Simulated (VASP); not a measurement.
# Pb (P-1) in VASP: electric field gradients with PBEsol

Aim: the electric field gradients of Pb with PBEsol.

Program: VASP 6.6.1. These are calculated values, not measurements. Logs are shortened: lines on timing, memory, paths and dates and some standing lists are left out, and cuts for length are marked.

## 1. The cell of the first run

The typed cell holds 2 atoms: a = 3.480 Å, b = 3.495 Å, c = 5.590 Å, α = 90.21°, β = 90.57°, γ = 120.43°.

## 2. Electric field gradients, PBEsol (equal xy, yz and zx shear strains of -1 %)

Input file INCAR:

```
ALGO = Normal ; EDIFF = 1E-8
ENCUT = 400 ; GGA = PS
GGA_COMPAT = F ; ISIF = 2
ISMEAR = -1 ; LASPH = T
LCHARG = F ; LEFG = T
LREAL = F ; LWAVE = F
NBANDS = 21 ; NELM = 120
PREC = Accurate ; SIGMA = 0.08
```

Input file KPOINTS:

```
k-points
0
Gamma
  14 14 8
```

Input file POSCAR:

```
Pb
1.0
    3.4800006906     -0.0174000034     -0.0174000034
   -1.7550691903      3.0224690049     -0.0063688433
   -0.0279500000     -0.0279500000      5.5900000000
Pb
2
Direct
    0.3333333333      0.6666666667      0.2500000000
    0.6666666667      0.3333333333      0.7500000000
```

Potentials or basis: VASP PAW PBE potentials, release 64 (Pb_d).

Launch:

```sh
$ cat potpaw_PBE.64/Pb_d/POTCAR > POTCAR
$ mpirun -np 1 vasp_std > vasp.out
```

OUTCAR:

```text
EDIFF = 1E-8
   ENCUT = 400
   GGA = PS
   ISIF = 2
   ISMEAR = -1
   LASPH = T
   LREAL = F
   NELM = 120
   PREC = Accurate

 ion  position               nearest neighbor table
   1  0.333  0.667  0.250-   2 3.41   2 3.43   2 3.44   2 3.45   2 3.46   2 3.46
   2  0.667  0.333  0.750-   1 3.41   1 3.43   1 3.44   1 3.45   1 3.46   1 3.46

  LATTYP: Found a triclinic cell.
 ALAT       =     3.4650242918
 B/A-ratio  =     1.0043472705
 C/A-ratio  =     1.6133046344
 COS(alpha) =     0.0099745013
 COS(beta)  =     0.0136846555
 COS(gamma) =     0.4934979113

  Lattice vectors:

 A1 = (   1.7249315003,   3.0050690015,  -0.0237688467)
 A2 = (   3.4800006906,  -0.0174000034,  -0.0174000034)
 A3 = (   0.0279500000,   0.0279500000,  -5.5900000000)

Analysis of symmetry for initial positions (statically):
=====================================================================
 Subroutine PRICEL returns:
 Original cell was already a primitive cell.

 Routine SETGRP: Setting up the symmetry group for a
 triclinic supercell.

 Subroutine GETGRP returns: Found  2 space group operations
 (whereof  2 operations were pure point group operations)
 out of a pool of  2 trial point group operations.

The static configuration has the point symmetry S_2 .

Analysis of symmetry for dynamics (positions and initial velocities):
=====================================================================
 Subroutine PRICEL returns:
 Original cell was already a primitive cell.

 Routine SETGRP: Setting up the symmetry group for a
 triclinic supercell.

 Subroutine GETGRP returns: Found  2 space group operations
 (whereof  2 operations were pure point group operations)
 out of a pool of  2 trial point group operations.

The dynamic configuration has the point symmetry S_2 .

 Subroutine INISYM returns: Found  2 space group operations
 (whereof  2 operations are pure point group operations),
 and found     1 'primitive' translations

----------------------------------------------------------------------------------------

                                     Primitive cell

  volume of cell :      58.6231

  direct lattice vectors                    reciprocal lattice vectors
     3.480000691 -0.017400003 -0.017400003     0.288204442  0.167357628  0.002277810
    -1.755069190  3.022469005 -0.006368843     0.001667473  0.331827108  0.001667473
    -0.027950000 -0.027950000  5.590000000     0.000898994  0.000898994  0.178899867

  length of vectors
     3.480087690  3.495086166  5.590139748     0.333280009  0.331835488  0.178904384

  position of ions in fractional coordinates (direct lattice)
     0.333333333  0.666666667  0.250000000
     0.666666667  0.333333333  0.750000000

  ion indices of the primitive-cell ions
   primitive index   ion index
                 1           1
                 2           2

----------------------------------------------------------------------------------------

 KPOINTS: k-points

Automatic generation of k-mesh.
 Grid dimensions read from file:
 generate k-points for:   14   14    8

 Generating k-lattice:

  Cartesian coordinates                     Fractional coordinates (reciprocal lattice)
     0.020586032  0.011954116  0.000162701     0.071428571 -0.000000000  0.000000000
     0.000119105  0.023701936  0.000119105    -0.000000000  0.071428571  0.000000000
     0.000112374  0.000112374  0.022362483     0.000000000 -0.000000000  0.125000000

  Length of vectors
     0.023805715  0.023702535  0.022363048

  Shift w.r.t. Gamma in fractional coordinates (k-lattice)
     0.000000000  0.000000000  0.000000000

 Subroutine IBZKPT returns following result:
 ===========================================

 Found    788 irreducible k-points:

 Following reciprocal coordinates:
            Coordinates               Weight
  0.000000  0.000000  0.000000      1.000000
  0.071429 -0.000000 -0.000000      2.000000
  0.142857 -0.000000  0.000000      2.000000
  0.214286 -0.000000  0.000000      2.000000
  0.285714 -0.000000  0.000000      2.000000
  0.357143 -0.000000  0.000000      2.000000
[... 16 lines left out ...]
 -0.000000  0.142857  0.000000      2.000000
  0.071429  0.142857 -0.000000      2.000000
 [... further k-points ...]
   k-points           NKPTS =    788   k-points in BZ     NKDIM =    788   number of bands    NBANDS=     21
   number of dos      NEDOS =    301   number of ions     NIONS =      2
   total plane-waves  NPLWV =  20736
   dimension x,y,z NGX =    24 NGY =   24 NGZ =   36
   dimension x,y,z NGXF=    48 NGYF=   48 NGZF=   72
   ions per type =               2
   NGX,Y,Z   is equivalent  to a cutoff of  11.46, 11.42, 10.71 a.u.
   NGXF,Y,Z  is equivalent  to a cutoff of  22.93, 22.83, 21.41 a.u.
 SYSTEM =  unknown system
   PREC   = accura    normal or accurate (medium, high low for compatibility)
   ISTART =      0    job   : 0-new  1-cont  2-samecut
   ICHARG =      2    charge: 1-file 2-atom 10-const
   ISPIN  =      1    spin polarized calculation?
   LNONCOLLINEAR =      F non collinear calculations
   LSORBIT =      F    spin-orbit coupling
   LASPH  =      T    aspherical Exc in radial PAW
   ENCUT  =  400.0 eV  29.40 Ry    5.42 a.u.   5.68  5.70  9.12*2*pi/ulx,y,z
   NELM   =    120;   NELMIN=  2; NELMDL= -5     # of ELM steps
   EDIFF  = 0.1E-07   stopping-criterion for ELM
   LREAL  =      F    real-space projection
   EDIFFG = 0.1E-06   stopping-criterion for IOM
   NSW    =      0    number of steps for IOM
   IBRION =     -1    ionic relax: 0-MD 1-quasi-New 2-CG
   NFREE  =      0    steps in history (QN), initial steepest desc. (CG)
   ISIF   =      2    stress and relaxation
   ISYM   =      2    0-nonsym 1-usesym 2-fastsym
   POTIM  = 0.5000    time-step for ionic-motion
   TEBEG  =    0.0;   TEEND  =   0.0 temperature during run
   PSTRESS=    0.0 pullay stress
   NELECT =      28.0000    total number of electrons
   NUPDOWN=      -1.0000    fix difference up-down
   EMIN   =  10.00;   EMAX   =-10.00  energy-range for DOS
   EFERMI =   0.00;   METHOD = LEGACY
   ISMEAR =    -1;   SIGMA  =   0.08  broadening in eV -4-tet -1-fermi 0-gaus
   EFERMI_NEDOS =   21; number of points for ismear=-14 and -15
   IALGO  =     38    algorithm
   IMIX   =      4    mixing-type and parameters
     AMIX     =   0.40;   BMIX     =  1.00
     AMIX_MAG =   1.60;   BMIX_MAG =  1.00
  volume/ion in A,a.u.               =      29.31       197.80
  Fermi-wavevector in a.u.,A,eV,Ry     =   1.279690  2.418263 22.280981  1.637606
  Thomas-Fermi vector in A             =   2.412161
   LORBIT       =      0    0 simple, 1 ext, 2 COOP (PROOUT), +10 PAW based schemes
   GGA     = PS    functional components
   LHFCALC =     F    Hartree Fock is set to
   AEXX    =    0.0000 exact exchange contribution
   IVDW    =     0    specifies the selected vdW correction
   LEPSILON=     F    determine dielectric tensor
   LRPA    =     F    only Hartree local field effects (RPA)
 non-spin polarized calculation
  energy-cutoff  :      400.00
  volume of cell :       58.62
 maximum number of plane-waves:      1087
   NGX = 11   NGY = 11   NGZ = 19

 number of electron      27.9999994 magnetization

 Free energy of the ion-electron system (eV)
  ---------------------------------------------------
  ext. energy  EPLUGINS =         0.00000000
  ---------------------------------------------------
  free energy    TOTEN  =        -7.97603841 eV

  energy without entropy =       -7.95150116  energy(sigma->0) =       -7.96376978

 E-fermi :   7.4417     XC(G=0): -10.5068

 val. band max:        7.4412965296   @ k =   0.0714   0.4286   0.1250
 cond. band min:       7.4421826809   @ k =   0.3571  -0.0714   0.2500
 fundamental gap:      0.0008861513
 Fermi energy:         7.4416933611

 k-point     1 :       0.0000    0.0000    0.0000
  band No.  band energies     occupation
      1      -9.5719      2.00000
      2      -9.5225      2.00000
      3      -9.5168      2.00000
      4      -9.5005      2.00000
      5      -9.4907      2.00000
      6      -9.4762      2.00000
[... 13 lines left out ...]
     20      16.5086      0.00000
     21      18.9774      0.00000

 k-point     2 :       0.0714   -0.0000   -0.0000
  band No.  band energies     occupation
      1      -9.5662      2.00000
      2      -9.5301      2.00000
      3      -9.5029      2.00000
      4      -9.4892      2.00000
      5      -9.4794      2.00000
      6      -9.4727      2.00000
[... 13 lines left out ...]
     20      16.9117      0.00000
     21      18.5770      0.00000

 k-point     3 :       0.1429   -0.0000    0.0000
  band No.  band energies     occupation
      1      -9.5729      2.00000
      2      -9.5259      2.00000
      3      -9.4779      2.00000
      4      -9.4658      2.00000
      5      -9.4649      2.00000
      6      -9.4613      2.00000
[... 13 lines left out ...]
     20      17.8716      0.00000
     21      17.9258      0.00000

 k-point     4 :       0.2143   -0.0000    0.0000
  band No.  band energies     occupation
      1      -9.6028      2.00000
      2      -9.5100      2.00000
      3      -9.4937      2.00000
      4      -9.4816      2.00000
      5      -9.4673      2.00000
      6      -9.4108      2.00000
[... 13 lines left out ...]
     20      17.1638      0.00000
     21      18.2289      0.00000

 k-point     5 :       0.2857   -0.0000    0.0000
  band No.  band energies     occupation
      1      -9.6362      2.00000
      2      -9.5290      2.00000
      3      -9.5142      2.00000
      4      -9.5017      2.00000
      5      -9.4387      2.00000
      6      -9.3503      2.00000
[... 13 lines left out ...]
     20      16.5389      0.00000
     21      18.0484      0.00000
[... 382 lines left out ...]
     20      17.1712      0.00000
     21      18.1659      0.00000

 k-point    22 :      -0.0714    0.0714    0.0000
  band No.  band energies     occupation
      1      -9.5697      2.00000
      2      -9.5341      2.00000
      3      -9.4996      2.00000
      4      -9.4884      2.00000
      5      -9.4855      2.00000
      6      -9.4646      2.00000
[... 13 lines left out ...]
     20      16.9916      0.00000
     21      18.5239      0.00000

 k-point    23 :      -0.0000    0.1429    0.0000
  band No.  band energies     occupation
      1      -9.5782      2.00000
      2      -9.5261      2.00000
      3      -9.4852      2.00000
      4      -9.4659      2.00000
      5      -9.4612      2.00000
      6      -9.4586      2.00000
[... 13 lines left out ...]
     20      17.8363      0.00000
     21      17.9677      0.00000

 k-point    24 :       0.0714    0.1429   -0.0000
  band No.  band energies     occupation
      1      -9.5798      2.00000
      2      -9.5319      2.00000
      3      -9.4825      2.00000
      4      -9.4771      2.00000
      5      -9.4679      2.00000
      6      -9.4356      2.00000
[... 13 lines left out ...]
     20      17.1967      0.00000
     21      17.6272      0.00000

 [... further k-points ...]

------------------------ aborting loop because EDIFF is reached ----------------------------------------

  FORCE on cell =-STRESS in cart. coord.  units (eV):
  Direction    XX          YY          ZZ          XY          YZ          ZX
  --------------------------------------------------------------------------------------
  -------------------------------------------------------------------------------------
  Total        0.1194222      0.1212957      0.7900465      0.0349832      0.0451455      0.0448962
  in kB        3.2638267      3.3150313     21.5920955      0.9560974      1.2338347      1.2270211
  external PRESSURE =       9.3903178 kB  Pullay stress =       0.0000000 kB

 VOLUME and BASIS-vectors are now :
 -----------------------------------------------------------------------------
  energy-cutoff  :      400.00
  volume of cell :       58.62
      direct lattice vectors                 reciprocal lattice vectors
     3.480000691 -0.017400003 -0.017400003     0.288204442  0.167357628  0.002277810
    -1.755069190  3.022469005 -0.006368843     0.001667473  0.331827108  0.001667473
    -0.027950000 -0.027950000  5.590000000     0.000898994  0.000898994  0.178899867

 POSITION                                       TOTAL-FORCE (eV/Angst)
 -----------------------------------------------------------------------------------
     -0.01703      2.00219      1.38745         0.003046     -0.000191      0.001060
      1.71401      0.97493      4.17878        -0.003046      0.000191     -0.001060
 -----------------------------------------------------------------------------------
    total drift:                               -0.000000      0.000000     -0.000000

  FREE ENERGIE OF THE ION-ELECTRON SYSTEM (eV)
  ---------------------------------------------------
  free  energy   TOTEN  =        -7.9760384143 eV

  energy  without entropy=       -7.9515011550  energy(sigma->0) =       -7.96376978

 Electric field gradients (V/A^2)
---------------------------------------------------------------------
 ion       V_xx      V_yy      V_zz      V_xy      V_xz      V_yz
---------------------------------------------------------------------
   1      24.899    24.790   -49.689    -3.261    -3.915    -3.929
   2      24.899    24.790   -49.689    -3.261    -3.915    -3.929
---------------------------------------------------------------------

 Electric field gradients after diagonalization (V/A^2)
 (convention: |V_zz| > |V_xx| > |V_yy|)
----------------------------------------------------------------------
 ion       V_xx      V_yy      V_zz     asymmetry (V_yy - V_xx)/ V_zz
----------------------------------------------------------------------
   1      28.106    22.012   -50.118       0.122
   2      28.106    22.012   -50.118       0.122
----------------------------------------------------------------------

           NMR quadrupolar parameters

 Cq : quadrupolar parameter    Cq=e*Q*V_zz/h
 eta: asymmetry parameters     (V_yy - V_xx)/ V_zz
 Q  : nuclear electric quadrupole moment in mb (millibarn)
----------------------------------------------------------------------
 ion       Cq(MHz)       eta       Q (mb)
----------------------------------------------------------------------
   1      -0.121       0.122       1.000
   2      -0.121       0.122       1.000
----------------------------------------------------------------------
```

It took 12 min on 1 thread of Intel Xeon 8259CL, shared host; peak memory 0.57 GiB.

Results:

```yaml
Free_energy: -7.9760 eV
Pressure: 0.9 GPa
Largest_force: 0.003 eV/Å
Band_gap_on_the_k_mesh: zero (bands 14 and 15 overlap by 7.39 eV)
Largest_electric_field_gradient_by_atom: Pb -50.1 V/Å²
```

Forces in eV/Å, atoms in the order of the input:
```
Pb   0.003  0.000  0.001
Pb  -0.003  0.000 -0.001
```

Stress tensor (GPa, compression positive):
```
0.33 0.10 0.12
0.10 0.33 0.12
0.12 0.12 2.16
```

Levels at points of the mesh, in eV from the Fermi level:
| k point | band 10 | band 11 | band 12 | band 13 | band 14 | band 15 | band 16 | band 17 | band 18 | band 19 |
| --- | --- | --- | --- | --- | --- | --- | --- | --- | --- | --- |
| (0.00, 0.00, 0.00) | -16.68 | -11.96 | -7.98 | -4.30 | 5.53 | 5.66 | 7.43 | 7.57 | 8.18 | 8.81 |
| (0.50, 0.00, 0.00) | -16.66 | -8.35 | -7.12 | -2.88 | -1.40 | -0.45 | 1.82 | 1.88 | 5.70 | 6.09 |
| (0.00, 0.50, 0.00) | -16.66 | -8.40 | -7.14 | -2.89 | -1.41 | -0.51 | 1.80 | 1.99 | 5.80 | 6.18 |
| (0.50, 0.50, 0.00) | -16.66 | -8.45 | -7.17 | -2.90 | -1.41 | -0.56 | 1.78 | 2.09 | 5.91 | 6.27 |
| (0.00, 0.00, 0.50) | -16.74 | -10.68 | -10.68 | 1.04 | 1.04 | 6.38 | 6.46 | 6.56 | 6.63 | 9.25 |
| (0.50, 0.00, 0.50) | -16.66 | -7.56 | -7.43 | -3.82 | -3.77 | 3.35 | 3.35 | 3.66 | 3.90 | 6.91 |
| (0.00, 0.50, 0.50) | -16.66 | -7.59 | -7.49 | -3.83 | -3.79 | 3.45 | 3.45 | 3.70 | 3.88 | 6.97 |
| (0.50, 0.50, 0.50) | -16.67 | -7.60 | -7.57 | -3.83 | -3.82 | 3.55 | 3.56 | 3.76 | 3.82 | 7.04 |

Electric field gradients, principal values (V/Å²):
| atom | least | middle | greatest (by size) |
| --- | --- | --- | --- |
| 1 Pb | 22.012 | 28.106 | -50.118 |
| 2 Pb | 22.012 | 28.106 | -50.118 |

Caveat: the cell differs from its parent crystal (equal xy, yz and zx shear strains of -1 %); without QUAD_EFG the Cq values of the log hold for a quadrupole moment of 1 mb, not for the nuclei; the PAW data sets were made with another functional, which shifts forces and pressure a little; spin-orbit coupling is left out, which moves the levels of the heavy elements.
